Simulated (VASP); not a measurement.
# CsLi3P2 (P6/mmm) in VASP: a series of runs, part 2 of 2

VASP 6.6.1.

## Step 4: Single point, PBE

This run uses another cell than the first one, of 24.73 Å³/atom, 0.832 times its volume.

Contents of INCAR:

```
SYSTEM = CsLi3P2
ALGO = Normal
EDIFF = 1E-7
ENCUT = 520
GGA = PE
ISIF = 2
ISMEAR = 0
LASPH = .True.
LCHARG = .False.
LREAL = .False.
LWAVE = .False.
NBANDS = 23
NELM = 100
PREC = Accurate
SIGMA = 0.1
```

Contents of KPOINTS:

```
k-points
0
Gamma
  3 3 4
  0 0 0
```

Contents of POSCAR:

```
CsLi3P2
1.0
    6.3315346100      0.0000000000      0.0000000000
   -3.1657673100      5.4832698200      0.0000000000
    0.0000000000      0.0000000000      4.2739819600
Cs Li P
1 3 2
Direct
    0.0000000000      0.0000000000      0.0000000000
    0.5000000000      0.0000000000      0.5000000000
    0.0000000000      0.5000000000      0.5000000000
    0.5000000000      0.5000000000      0.5000000000
    0.3333333300      0.6666666700      0.5000000000
    0.6666666700      0.3333333300      0.5000000000
```

Potentials or basis: VASP PAW PBE potentials, release 64 (Cs_sv, Li_sv, P).

Run with:

```
> cat potpaw_PBE.64/Cs_sv/POTCAR potpaw_PBE.64/Li_sv/POTCAR potpaw_PBE.64/P/POTCAR > POTCAR
> mpirun -np 1 vasp_std > vasp.out
```

OUTCAR:

```text
SYSTEM = CsLi3P2
   EDIFF = 1E-7
   ENCUT = 520
   GGA = PE
   ISIF = 2
   ISMEAR = 0
   LASPH = .True.
   LREAL = .False.
   NELM = 100
   PREC = Accurate

 ion  position               nearest neighbor table
   1  0.000  0.000  0.000-
   2  0.500  0.000  0.500-   5 1.83   6 1.83
   3  0.000  0.500  0.500-   5 1.83   6 1.83
   4  0.500  0.500  0.500-   5 1.83   6 1.83
   5  0.333  0.667  0.500-   3 1.83   2 1.83   4 1.83
   6  0.667  0.333  0.500-   3 1.83   2 1.83   4 1.83

  LATTYP: Found a hexagonal cell.
 ALAT       =     6.3315346100
 C/A-ratio  =     0.6750309717

  Lattice vectors:

 A1 = (   6.3315346100,   0.0000000000,   0.0000000000)
 A2 = (  -3.1657673100,   5.4832698200,   0.0000000000)
 A3 = (   0.0000000000,   0.0000000000,   4.2739819600)

Analysis of symmetry for initial positions (statically):
=====================================================================
 Subroutine PRICEL returns:
 Original cell was already a primitive cell.

 Routine SETGRP: Setting up the symmetry group for a
 hexagonal supercell.

 Subroutine GETGRP returns: Found 24 space group operations
 (whereof 24 operations were pure point group operations)
 out of a pool of 24 trial point group operations.

The static configuration has the point symmetry D_6h.

Analysis of symmetry for dynamics (positions and initial velocities):
=====================================================================
 Subroutine PRICEL returns:
 Original cell was already a primitive cell.

 Routine SETGRP: Setting up the symmetry group for a
 hexagonal supercell.

 Subroutine GETGRP returns: Found 24 space group operations
 (whereof 24 operations were pure point group operations)
 out of a pool of 24 trial point group operations.

The dynamic configuration has the point symmetry D_6h.

 Subroutine INISYM returns: Found 24 space group operations
 (whereof 24 operations are pure point group operations),
 and found     1 'primitive' translations

----------------------------------------------------------------------------------------

                                     Primitive cell

  volume of cell :     148.3820

  direct lattice vectors                    reciprocal lattice vectors
     6.331534610  0.000000000  0.000000000     0.157939593  0.091186467  0.000000000
    -3.165767310  5.483269820  0.000000000     0.000000000  0.182372933  0.000000000
     0.000000000  0.000000000  4.273981960     0.000000000  0.000000000  0.233973847

  length of vectors
     6.331534610  6.331534615  4.273981960     0.182372933  0.182372933  0.233973847

  position of ions in fractional coordinates (direct lattice)
     0.000000000  0.000000000  0.000000000
     0.500000000  0.000000000  0.500000000
     0.000000000  0.500000000  0.500000000
     0.500000000  0.500000000  0.500000000
     0.333333330  0.666666670  0.500000000
     0.666666670  0.333333330  0.500000000

  ion indices of the primitive-cell ions
   primitive index   ion index
                 1           1
                 2           2
                 3           3
                 4           4
                 5           5
                 6           6

[... 24 lines left out ...]
 Found      9 irreducible k-points:

 Following reciprocal coordinates:
            Coordinates               Weight
  0.000000  0.000000  0.000000      1.000000
  0.333333  0.000000  0.000000      6.000000
  0.333333  0.333333  0.000000      2.000000
  0.000000  0.000000  0.250000      2.000000
  0.333333  0.000000  0.250000     12.000000
  0.333333  0.333333  0.250000      4.000000
  0.000000  0.000000  0.500000      1.000000
  0.333333  0.000000  0.500000      6.000000
  0.333333  0.333333  0.500000      2.000000
   k-points           NKPTS =      9   k-points in BZ     NKDIM =      9   number of bands    NBANDS=     23
   number of dos      NEDOS =    301   number of ions     NIONS =      6
   total plane-waves  NPLWV =  73728
   dimension x,y,z NGX =    48 NGY =   48 NGZ =   32
   dimension x,y,z NGXF=    96 NGYF=   96 NGZF=   64
   ions per type =               1   3   2
   NGX,Y,Z   is equivalent  to a cutoff of  12.60, 12.60, 12.45 a.u.
   NGXF,Y,Z  is equivalent  to a cutoff of  25.21, 25.21, 24.89 a.u.
 SYSTEM =  CsLi3P2
   PREC   = accura    normal or accurate (medium, high low for compatibility)
   ISTART =      0    job   : 0-new  1-cont  2-samecut
   ICHARG =      2    charge: 1-file 2-atom 10-const
   ISPIN  =      1    spin polarized calculation?
   LNONCOLLINEAR =      F non collinear calculations
   LSORBIT =      F    spin-orbit coupling
   LASPH  =      T    aspherical Exc in radial PAW
   ENCUT  =  520.0 eV  38.22 Ry    6.18 a.u.  11.77 11.77  7.95*2*pi/ulx,y,z
   NELM   =    100;   NELMIN=  2; NELMDL= -5     # of ELM steps
   EDIFF  = 0.1E-06   stopping-criterion for ELM
   LREAL  =      F    real-space projection
   EDIFFG = 0.1E-05   stopping-criterion for IOM
   NSW    =      0    number of steps for IOM
   IBRION =     -1    ionic relax: 0-MD 1-quasi-New 2-CG
   NFREE  =      0    steps in history (QN), initial steepest desc. (CG)
   ISIF   =      2    stress and relaxation
   ISYM   =      2    0-nonsym 1-usesym 2-fastsym
   POTIM  = 0.5000    time-step for ionic-motion
   TEBEG  =    0.0;   TEEND  =   0.0 temperature during run
   PSTRESS=    0.0 pullay stress
   NELECT =      28.0000    total number of electrons
   NUPDOWN=      -1.0000    fix difference up-down
   EMIN   =  10.00;   EMAX   =-10.00  energy-range for DOS
   EFERMI =   0.00;   METHOD = LEGACY
   ISMEAR =     0;   SIGMA  =   0.10  broadening in eV -4-tet -1-fermi 0-gaus
   EFERMI_NEDOS =   21; number of points for ismear=-14 and -15
   IALGO  =     38    algorithm
   IMIX   =      4    mixing-type and parameters
     AMIX     =   0.40;   BMIX     =  1.00
     AMIX_MAG =   1.60;   BMIX_MAG =  1.00
  volume/ion in A,a.u.               =      24.73       166.89
  Fermi-wavevector in a.u.,A,eV,Ry     =   0.939003  1.774459 11.996625  0.881727
  Thomas-Fermi vector in A             =   2.066272
   LORBIT       =      0    0 simple, 1 ext, 2 COOP (PROOUT), +10 PAW based schemes
   GGA     = PE    functional components
   LHFCALC =     F    Hartree Fock is set to
   AEXX    =    0.0000 exact exchange contribution
   IVDW    =     0    specifies the selected vdW correction
   LEPSILON=     F    determine dielectric tensor
   LRPA    =     F    only Hartree local field effects (RPA)
 non-spin polarized calculation
 Gauss-broadening in eV      SIGMA  =   0.10
  energy-cutoff  :      520.00
  volume of cell :      148.38
 maximum number of plane-waves:      4024
 NGX is ok and might be reduce to    48
   NGX = 23   NGY = 23   NGZ = 15

 number of electron      28.0000013 magnetization

 Free energy of the ion-electron system (eV)
  ---------------------------------------------------
  ext. energy  EPLUGINS =         0.00000000
  ---------------------------------------------------
  free energy    TOTEN  =       -11.11627311 eV

  energy without entropy =      -11.08298301  energy(sigma->0) =      -11.09962806

 E-fermi :   0.7418     XC(G=0):  -7.7124

 val. band max:        0.6725585899   @ k =   0.0000   0.0000   0.5000
 cond. band min:       0.7582402080   @ k =   0.3333   0.0000   0.5000
 fundamental gap:      0.0856816181
 Fermi energy:         0.7418194273

 k-point     1 :       0.0000    0.0000    0.0000
  band No.  band energies     occupation
      1     -43.4744      2.00000
      2     -43.4600      2.00000
      3     -43.4600      2.00000
      4     -20.4391      2.00000
      5      -7.7834      2.00000
      6      -7.4308      2.00000
[... 223 lines left out ...]
     22       7.4384      0.00000
     23       7.4384      0.00000

------------------------ aborting loop because EDIFF is reached ----------------------------------------

  FORCE on cell =-STRESS in cart. coord.  units (eV):
  Direction    XX          YY          ZZ          XY          YZ          ZX
  --------------------------------------------------------------------------------------
  -------------------------------------------------------------------------------------
  Total       27.9650028     27.9650028     -2.2686323     -0.0000000      0.0000000      0.0000000
  in kB      301.9563466    301.9563469    -24.4959007     -0.0000003      0.0000000      0.0000000
  external PRESSURE =     193.1389310 kB  Pullay stress =       0.0000000 kB

 VOLUME and BASIS-vectors are now :
 -----------------------------------------------------------------------------
  energy-cutoff  :      520.00
  volume of cell :      148.38
      direct lattice vectors                 reciprocal lattice vectors
     6.331534610  0.000000000  0.000000000     0.157939593  0.091186467  0.000000000
    -3.165767310  5.483269820  0.000000000     0.000000000  0.182372933  0.000000000
     0.000000000  0.000000000  4.273981960     0.000000000  0.000000000  0.233973847

 POSITION                                       TOTAL-FORCE (eV/Angst)
 -----------------------------------------------------------------------------------
      0.00000      0.00000      0.00000         0.000000      0.000000      0.000000
      3.16577      0.00000      2.13699         0.000000      0.000000      0.000000
     -1.58288      2.74163      2.13699         0.000000      0.000000      0.000000
      1.58288      2.74163      2.13699         0.000000      0.000000      0.000000
     -0.00000      3.65551      2.13699        -0.000000      0.000000      0.000000
      3.16577      1.82776      2.13699         0.000000     -0.000000      0.000000
 -----------------------------------------------------------------------------------
    total drift:                                0.000000     -0.000000     -0.000000

  FREE ENERGIE OF THE ION-ELECTRON SYSTEM (eV)
  ---------------------------------------------------
  free  energy   TOTEN  =       -11.1162731127 eV

  energy  without entropy=      -11.0829830147  energy(sigma->0) =      -11.09962806
```

OSZICAR:

```text
N       E                     dE             d eps       ncg     rms          rms(c)
DAV:   1     0.177145307812E+03    0.17715E+03   -0.11913E+04   414   0.115E+03
DAV:   2     0.110241281988E+02   -0.16612E+03   -0.15928E+03   536   0.245E+02
DAV:   3    -0.114624874147E+02   -0.22487E+02   -0.22202E+02   717   0.654E+01
DAV:   4    -0.144667098194E+02   -0.30042E+01   -0.28076E+01   712   0.230E+01
DAV:   5    -0.145868300082E+02   -0.12012E+00   -0.12010E+00   607   0.406E+00    0.777E+00
DAV:   6    -0.116310600484E+02    0.29558E+01   -0.33729E+00   470   0.646E+00    0.427E+00
DAV:   7    -0.111253617503E+02    0.50570E+00   -0.22008E+00   539   0.514E+00    0.230E+00
DAV:   8    -0.111388093540E+02   -0.13448E-01   -0.25464E-01   486   0.191E+00    0.774E-01
DAV:   9    -0.111151398090E+02    0.23670E-01   -0.70248E-02   531   0.133E+00    0.498E-01
DAV:  10    -0.111159623704E+02   -0.82256E-03   -0.73725E-03   536   0.384E-01    0.217E-01
DAV:  11    -0.111163213781E+02   -0.35901E-03   -0.25051E-03   505   0.239E-01    0.117E-01
DAV:  12    -0.111162678844E+02    0.53494E-04   -0.25895E-04   555   0.717E-02    0.230E-02
DAV:  13    -0.111162705199E+02   -0.26355E-05   -0.62758E-05   558   0.310E-02    0.105E-02
DAV:  14    -0.111162743402E+02   -0.38203E-05   -0.10396E-05   602   0.139E-02    0.102E-02
DAV:  15    -0.111162728755E+02    0.14648E-05   -0.57875E-06   540   0.104E-02    0.365E-03
DAV:  16    -0.111162730880E+02   -0.21251E-06   -0.32829E-07   475   0.254E-03    0.160E-03
DAV:  17    -0.111162731127E+02   -0.24666E-07   -0.23827E-08   277   0.895E-04
   1 F= -.11116273E+02 E0= -.11099628E+02  d E =-.332901E-01
```

Run time: 54 s. Hardware: 1 thread of AMD EPYC 7R43 (Zen 3), shared host; peak memory 0.22 GiB.

What came out:

| Quantity | Value |
| --- | --- |
| Free energy | -11.1163 eV |
| Band gap on the k mesh | zero (band 14 reaches 1.14 eV, above the bottom of band 15 at 0.60 eV) |

Levels at points of the mesh, in eV from the Fermi level:
| k point | band 10 | band 11 | band 12 | band 13 | band 14 | band 15 | band 16 | band 17 | band 18 | band 19 |
| --- | --- | --- | --- | --- | --- | --- | --- | --- | --- | --- |
| (0.00, 0.00, 0.00) | -0.89 | -0.89 | -0.30 | -0.30 | -0.10 | 1.21 | 2.83 | 3.83 | 5.45 | 5.45 |
| (0.00, 0.00, 0.50) | -1.94 | -1.01 | -1.01 | -0.07 | 0.24 | 0.24 | 3.40 | 3.40 | 4.14 | 4.14 |

Caveat: the k points lie up to 0.38 Å⁻¹ apart; the cutoff is under 1.25 times the usual one of these potentials, so pressure, stress and relaxed cells hold a basis-set (Pulay) error; spin-orbit coupling is left out, which moves the levels of the heavy elements.

## Step 5: Single point, PBE

This run uses another cell than the first one, of 31.14 Å³/atom, 1.048 times its volume.

INCAR, as its differences from that of step 4:

```diff
@@ -2,3 +2,3 @@
 ALGO = Normal
-EDIFF = 1E-7
+EDIFF = 1E-6
 ENCUT = 520
```

KPOINTS is that of step 4.

Contents of POSCAR:

```
CsLi3P2
1.0
    7.8542916468      0.0000000036      0.0000000000
   -3.9271458265      6.8020160931      0.0000000000
    0.0000000000      0.0000000000      3.4968546900
Cs Li P
1 3 2
Direct
    0.0000000000      0.0000000000      0.0000000000
    0.5000000000      0.0000000000      0.5000000000
    0.0000000000      0.5000000000      0.5000000000
    0.5000000000      0.5000000000      0.5000000000
    0.3333333333      0.6666666667      0.5000000000
    0.6666666667      0.3333333333      0.5000000000
```

Run with:

```
> cat potpaw_PBE.64/Cs_sv/POTCAR potpaw_PBE.64/Li_sv/POTCAR potpaw_PBE.64/P/POTCAR > POTCAR
> mpirun -np 1 vasp_std > vasp.out
```

Run time: 68 s. Hardware: 1 thread of AMD EPYC 7R43 (Zen 3), shared host; peak memory 0.26 GiB.

It converged, with:

- Free energy: -17.1040 eV
- Band gap on the k mesh: zero (band 14 reaches 2.20 eV, above the bottom of band 15 at 0.59 eV)

Levels at points of the mesh, in eV from the Fermi level:
```
           k point  band 10  band 11  band 12  band 13  band 14  band 15  band 16  band 17  band 18  band 19
(0.00, 0.00, 0.00)    -1.34    -1.34    -1.16    -1.16     0.88     2.08     2.15     2.41     3.34     3.34
(0.00, 0.00, 0.50)    -2.00    -1.25    -0.47    -0.47    -0.06    -0.06     1.96     1.96     2.74     2.74
```

Caveat: the k points lie up to 0.45 Å⁻¹ apart; the cutoff is under 1.25 times the usual one of these potentials, so pressure, stress and relaxed cells hold a basis-set (Pulay) error; spin-orbit coupling is left out, which moves the levels of the heavy elements.

## Step 6: Overview

| task | cell | k mesh | cutoff (eV) | gap on the mesh (eV) |
| --- | --- | --- | --- | --- |
| single point | a = 7.881, b = 7.881, c = 3.315 Å, angles 90.0, 90.0, 120.0°, 6 atoms | 6 × 6 × 12 | 520 | none |
| relaxation of cell and atoms | relaxed from a = 7.885, b = 7.885, c = 3.265 Å, angles 90.0, 90.0, 120.0°, 6 atoms | 6 × 6 × 12 | 600 | none |
| single point | a = 6.332, b = 6.332, c = 4.274 Å, angles 90.0, 90.0, 120.0°, 6 atoms | 3 × 3 × 4 | 520 | none |
| single point | a = 7.854, b = 7.854, c = 3.497 Å, angles 90.0, 90.0, 120.0°, 6 atoms | 3 × 3 × 4 | 520 | none |

Alike in all rows: level PBE; potentials or basis VASP PAW PBE potentials, release 64 (Cs_sv, Li_sv, P); no spin polarisation; smearing gaussian 0.1 eV.

Caveats: some runs use coarse meshes; the cutoff is under 1.25 times the usual one of these potentials, so pressure, stress and relaxed cells hold a basis-set (Pulay) error; spin-orbit coupling is left out, which moves the levels of the heavy elements.

Total energies depend on the potentials used, so only differences within one code and one set of settings carry meaning.
